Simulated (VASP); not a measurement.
A run of VASP 6.6.1 is set up as follows.

File INCAR:

```
ALGO = Normal ; EDIFF = 1E-8
ENCUT = 630 ; GGA_COMPAT = F
IBRION = 8 ; ISIF = 2
ISMEAR = -1 ; LASPH = T
LCHARG = F ; LREAL = F
LWAVE = F ; NELM = 120
NSW = 1 ; PREC = Accurate
SIGMA = 0.05
```

The input KPOINTS:

```
k-points
0
Gamma
  6 6 6
```

Contents of POSCAR:

```
CdS
1.0
    0.0000000000      2.7532440000      2.7532440000
    2.7532440000      0.0000000000      2.7532440000
    2.7532440000      2.7532440000      0.0000000000
Cd S
1 1
Direct
    0.0000000000      0.0000000000      0.0000000000
    0.5000000000      0.5000000000      0.5000000000
```

Potentials or basis: VASP PAW LDA potentials, release 64 (Cd_sv_GW, S).

Launch:

```console
$ cat potpaw_LDA.64/Cd_sv_GW/POTCAR potpaw_LDA.64/S/POTCAR > POTCAR
$ mpirun -np 1 vasp_std > vasp.out
```

(1) Predict the highest phonon frequency at Γ, LO-TO splitting left out.

Answers

(1) 93 cm⁻¹.

Caveat: the cell stands under pressure or tension, which shifts response properties.
